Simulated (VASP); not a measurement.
Here is a VASP 6.6.1 calculation.

File POSCAR:

```
GaN
1.0
    3.1890000000      0.0000000000      0.0000000000
   -1.5945000000      2.7617550127      0.0000000000
    0.0000000000      0.0000000000      5.1850000000
Ga N
2 2
Direct
    0.3333333333      0.6666666667      0.0000000000
    0.6666666667      0.3333333333      0.5000000000
    0.3333333333      0.6666666667      0.3770000000
    0.6666666667      0.3333333333      0.8770000000
```

Contents of INCAR.step1:

```
SYSTEM = GaN
ALGO = Normal
EDIFF = 1E-4
ENCUT = 600
GGA = PE
ISMEAR = 0
LASPH = .TRUE.
LCHARG = .FALSE.
LREAL = .FALSE.
LWAVE = .TRUE.
NELM = 60
PREC = Accurate
SIGMA = 0.01
```

File INCAR.step2:

```
SYSTEM = GaN
ALGO = Normal
EDIFF = 1E-6
EDIFFG = -0.003
ENCUT = 600
IBRION = 2
ISIF = 3
ISMEAR = 0
ISTART = 1
LASPH = .TRUE.
LCHARG = .FALSE.
LMIXTAU = .TRUE.
LREAL = .FALSE.
LWAVE = .FALSE.
METAGGA = R2SCAN
NELM = 60
NSW = 60
PREC = Accurate
SIGMA = 0.01
```

The input KPOINTS:

```
k-points
0
G
  8 8 5
  0 0 0
```

Potentials or basis: VASP PAW PBE potentials, release 64 (Ga_d, N).

Launch:

```sh
$ cat potpaw_PBE.64/Ga_d/POTCAR potpaw_PBE.64/N/POTCAR > POTCAR
$ cp INCAR.step1 INCAR
$ mpirun -np 1 vasp_std > vasp.out
$ cp INCAR.step2 INCAR
$ mpirun -np 1 vasp_std > vasp.out
```

**Question.** What does it give for the relaxed volume?

**Answer.** 11.43 Å³/atom.

**Question.** What does it give for the space group after relaxing (to 0.1 Å)?

**Answer.** P6_3mc (No. 186).

Step by step:
| step | energy change (eV) | largest force (eV/Å) | pressure (GPa) | volume (Å³) |
| --- | --- | --- | --- | --- |
| 1 | 0.0000 | 0.0039 | 0.29 | 45.67 |
| 2 | 0.0000 | 0.0184 | -0.28 | 45.80 |
| 3 | -0.0001 | 0.0081 | -0.01 | 45.74 |
| 4 | -0.0001 | 0.0089 | -0.05 | 45.75 |
| 5 | -0.0001 | 0.0083 | -0.05 | 45.74 |
| 6 | -0.0001 | 0.0084 | 0.02 | 45.74 |
| 7 | -0.0001 | 0.0018 | -0.04 | 45.74 |
| 8 | -0.0001 | 0.0033 | -0.03 | 45.74 |
| 9 | -0.0001 | 0.0010 | 0.05 | 45.73 |
| 10 | -0.0001 | 0.0012 | 0.01 | 45.74 |

Caveat: the PAW data sets were made with another functional, which shifts forces and pressure a little.
